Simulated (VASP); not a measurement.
Crystal: Ge2As3.

```xyz
5
Lattice="3.6819 0.0000 0.0000 0.0000 3.6819 0.0000 0.0000 0.0000 7.7160" Properties=species:S:1:pos:R:3 pbc="T T T"
Ge    0.0000    1.8410    3.8580
Ge    1.8410    0.0000    3.8580
As    1.8410    1.8410    0.0000
As    0.0000    0.0000    6.4439
As    0.0000    0.0000    1.2721
```

The cell was generated, and may not be a known phase.

- Program: VASP 6.6.1
- Task: relaxation of cell and atoms
- Functional: PBE
- Potentials or basis: VASP PAW PBE potentials, release 64 (Ge_d, As)
- Cutoff: 600 eV
- k mesh: 6 × 6 × 2
- Occupations: gaussian, width 0.1 eV
- Spin: no spin polarisation

At the start: pressure 0.2 GPa; volume 20.92 Å³/atom.

Problem. How do energy, volume and symmetry change on relaxing?

Solution. Over 7 steps the energy falls by 3.6 meV/atom and the volume is 20.69 Å³/atom (-1.1 %); space group P4/mmm (No. 123, to 0.1 Å) before and after.

Step by step:
```
step  energy change (eV)  largest force (eV/Å)  pressure (GPa)  volume (Å³)
   1              0.0000                0.3209            0.19       104.60
   2             -0.0086                0.1900           -0.28       104.97
   3             -0.0121                0.0777           -0.73       105.36
   4             -0.0177                0.0479           -0.02       103.85
   5             -0.0178                0.0418           -0.07       103.63
   6             -0.0175                0.0299            0.34       103.19
   7             -0.0178                0.0371            0.20       103.46
```

Final structure:
```cif
data_structure
_symmetry_space_group_name_H-M 'P 1'
_symmetry_Int_Tables_number 1
_cell_length_a 3.6843
_cell_length_b 3.6843
_cell_length_c 7.6216
_cell_angle_alpha 90.000
_cell_angle_beta 90.000
_cell_angle_gamma 90.000
_cell_volume 103.46
loop_
_atom_site_label
_atom_site_type_symbol
_atom_site_fract_x
_atom_site_fract_y
_atom_site_fract_z
_atom_site_occupancy
Ge1 Ge 0.00000 0.50000 0.50000 1
Ge2 Ge 0.50000 0.00000 0.50000 1
As1 As 0.50000 0.50000 0.00000 1
As2 As 0.00000 0.00000 0.82856 1
As3 As 0.00000 0.00000 0.17144 1
```

Caveat: the k points lie up to 0.41 Å⁻¹ apart in the final cell; the highest band is partly filled, so the run has too few bands.
